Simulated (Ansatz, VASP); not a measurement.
# One calculation of SiF2, two programs

File INCAR:

```
SYSTEM = SiF2
PREC = Accurate ; ENCUT = 520
EDIFF = 1E-6 ; ISMEAR = 0
SIGMA = 0.005 ; LREAL = .False.
LASPH = .True. ; NELM = 100
ALGO = Normal ; ISIF = 2
LWAVE = .False. ; LCHARG = .False.
GGA = PS ; IBRION = 2
NSW = 100 ; EDIFFG = -0.01
ISYM = 0
```

The input KPOINTS:

```
Automatic mesh
0
Gamma
  1 1 1
  0 0 0
```

POSCAR

```
SiF2
1.0
   15.0000000000      0.0000000000      0.0000000000
    0.0000000000     15.5000000000      0.0000000000
    0.0000000000      0.0000000000     16.0000000000
Si F
1 2
Direct
    0.5011452656      0.4994289404      0.4590852744
    0.5821286678      0.5013349585      0.5188195017
    0.4167260666      0.4992361011      0.5220952239
```

Input for Ansatz:

```yaml
crystal:
  lattice:
    - [15.0, 0.0, 0.0]
    - [0.0, 15.5, 0.0]
    - [0.0, 0.0, 16.0]
  atoms:
    - { symbol: Si, position: [0.5011452656, 0.4994289404, 0.4590852744] }
    - { symbol: F, position: [0.5821286678, 0.5013349585, 0.5188195017] }
    - { symbol: F, position: [0.4167260666, 0.4992361011, 0.5220952239] }
  symmetry: { detect: false }
basis:
  ecutwfc: 420
kpoints:
  mp_grid: { grid: [1, 1, 1] }
hamiltonian:
  xc: pbesol
scf:
  occupations: { method: gaussian, width: 0.005 }
output:
  forces: true
  eigenvalues: true
relax:
  adjacent_minimum: "off"
  f_tol: 0.01
  max_steps: 80
```

Alike in both runs: task relaxation of the atoms; functional PBEsol; k mesh 1 × 1 × 1; occupations gaussian, width 0.005 eV; no spin polarisation.

|  | VASP | Ansatz |
| --- | --- | --- |
| version | VASP 6.6.1 | Ansatz 0.2.0 |
| potentials or method | VASP PAW PBE potentials, release 64 (Si, F), cutoff 520 eV | scalar-relativistic, plane waves, PAW |
| valence electrons in the cell | 18 | 18 |

VASP gave:

```
gap on the k mesh at the Fermi level, each at its own relaxed structure (eV) : 4.12
```

Estimate Ansatz's values.

gap on the k mesh at the Fermi level, each at its own relaxed structure (eV): 4.10.

VASP's potentials were made for PBE, not for PBEsol.
